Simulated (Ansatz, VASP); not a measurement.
**Tl2Ge: VASP beside Ansatz**

```xyz
6
Lattice="6.3053 0.0000 0.0000 0.0000 6.3053 0.0000 0.0000 0.0000 6.3053" Properties=species:S:1:pos:R:3 pbc="T T T"
Tl    1.5763    1.5763    1.5763
Tl    1.5763    4.7289    4.7289
Tl    4.7289    4.7289    1.5763
Tl    4.7289    1.5763    4.7289
Ge    0.0000    0.0000    0.0000
Ge    3.1526    3.1526    3.1526
```

Alike in both runs: task relaxation of cell and atoms; functional PBE; k mesh 6 × 6 × 6; occupations gaussian, width 0.1 eV; no spin polarisation.

```csv
,VASP,Ansatz
version,VASP 6.6.1,Ansatz 0.2.0
potentials or method,"VASP PAW PBE potentials, release 64 (Tl_d, Ge_d), cutoff 600 eV","scalar-relativistic, plane waves, PAW"
valence electrons in the cell,80,80
```

```tsv
	VASP	Ansatz	Ansatz less VASP
gap on the k mesh at the Fermi level, each at its own relaxed structure (eV)	none	none	-
relaxed volume (Å³/atom)	42.21	42.47	+0.265
relaxed length of the cell vector where the two differ most in proportion (Å)	6.327	6.340	+0.0132
```

A gap of «none» marks a metal or a gap that the smearing closes.

Neither program's run includes spin-orbit coupling.
